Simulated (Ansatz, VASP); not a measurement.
# MoS2 in VASP and in Ansatz

File INCAR:

```
PREC = Accurate
ENCUT = 520
EDIFF = 1E-8
ISMEAR = -1
SIGMA = 0.03
LREAL = F
LASPH = T
NELM = 100
ALGO = Normal
ISIF = 2
LWAVE = F
LCHARG = F
LEFG = T
NBANDS = 35
```

Contents of KPOINTS:

```
Automatic mesh
0
Gamma
  10 10 3
```

POSCAR

```
MoS2
1.0
    3.1610016016      0.0316100160      0.0316100160
   -1.5531257239      2.7217026804      0.0115700689
    0.1229500000      0.1229500000     12.2950000000
Mo S
2 4
Direct
    0.3333333333      0.6666666667      0.2500000000
    0.6666666667      0.3333333333      0.7500000000
    0.3333333333      0.6666666667      0.6275000000
    0.6666666667      0.3333333333      0.1275000000
    0.3333333333      0.6666666667      0.8725000000
    0.6666666667      0.3333333333      0.3725000000
```

Input for Ansatz:

```yaml
crystal:
  lattice:
    - [3.1610016016, 0.031610016, 0.031610016]
    - [-1.5531257239, 2.7217026804, 0.0115700689]
    - [0.12295, 0.12295, 12.295]
  atoms:
    - { symbol: Mo, position: [0.3333333333, 0.6666666667, 0.25] }
    - { symbol: Mo, position: [0.6666666667, 0.3333333333, 0.75] }
    - { symbol: S, position: [0.3333333333, 0.6666666667, 0.6275] }
    - { symbol: S, position: [0.6666666667, 0.3333333333, 0.1275] }
    - { symbol: S, position: [0.3333333333, 0.6666666667, 0.8725] }
    - { symbol: S, position: [0.6666666667, 0.3333333333, 0.3725] }
kpoints:
  mp_grid: { grid: [10, 10, 3] }
scf:
  occupations: { method: fermi_dirac, width: 0.03 }
hamiltonian:
  xc: lda
  pseudopotentials: { kind: all_electron, datasets: crystal }
output:
  forces: true
  stress: true
  eigenvalues: true
  efg: { contact_densities: true }
```

Change from the starting cell: equal xy, yz and zx shear strains of +2 %, crystal datasets.

Alike in both runs: task electric field gradients; functional LDA; k mesh 10 × 10 × 3; occupations fermi-dirac, width 0.03 eV; no spin polarisation.

|  | VASP | Ansatz |
| --- | --- | --- |
| version | VASP 6.6.1 | Ansatz 0.2.0 |
| potentials or method | VASP PAW LDA potentials, release 64 (Mo_sv, S), cutoff 520 eV | all-electron PAW with datasets made for the crystal, scalar-relativistic |

|  | VASP | Ansatz | Ansatz less VASP |
| --- | --- | --- | --- |
| pressure (GPa) | 1.4 | 1.3 | -0.05 |
| traceless stress, the component that is largest in VASP (GPa) | 4.54 | 4.58 | +0.040 |
| rms of the force components (eV/Å) | 0.428 | 0.424 | -0.0033 |
| size of Vzz on the site where it differs most (V/Å²) | 100.5 | 97.2 | -3.31 |

LDA's correlation is that of Perdew and Zunger in VASP and of Perdew and Wang (1992) in Ansatz. Atom by atom the forces differ by 0.004 eV/Å (rms over components). Ansatz ran all-electron here, and VASP with PAW potentials.
